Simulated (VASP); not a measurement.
Ag:

```
Ag
1.0
     2.89040    0.00000    0.00000
    -1.44520    2.50316    0.00000
     0.00000    0.00000    4.72526
Ag
2
Direct
  0.66667 0.33333 0.75000
  0.33333 0.66667 0.25000
```

This cell differs from its parent crystal: volume scaled by 0.96.

Base run:

```yaml
Program: VASP 6.6.1
Functional: PBE
Potentials_or_basis: VASP PAW PBE potentials, release 64 (Ag)
Cutoff: 520 eV
k_mesh: 10 × 10 × 6
Occupations: fermi-dirac, width 0.05 eV
Spin: no spin polarisation
```

Its results: band gap on the k mesh zero (band 11 reaches 11.53 eV, above the bottom of band 12 at 4.97 eV); pressure 4.7 GPa.

Q: The run is repeated on the same cell with these changes: functional from PBE to r2SCAN. What comes out?

A: Band gap on the k mesh zero (band 11 reaches 11.66 eV, above the bottom of band 12 at 4.67 eV); pressure 1.8 GPa.

Caveats: the PAW data sets were made with another functional, which shifts forces and pressure a little (some runs).
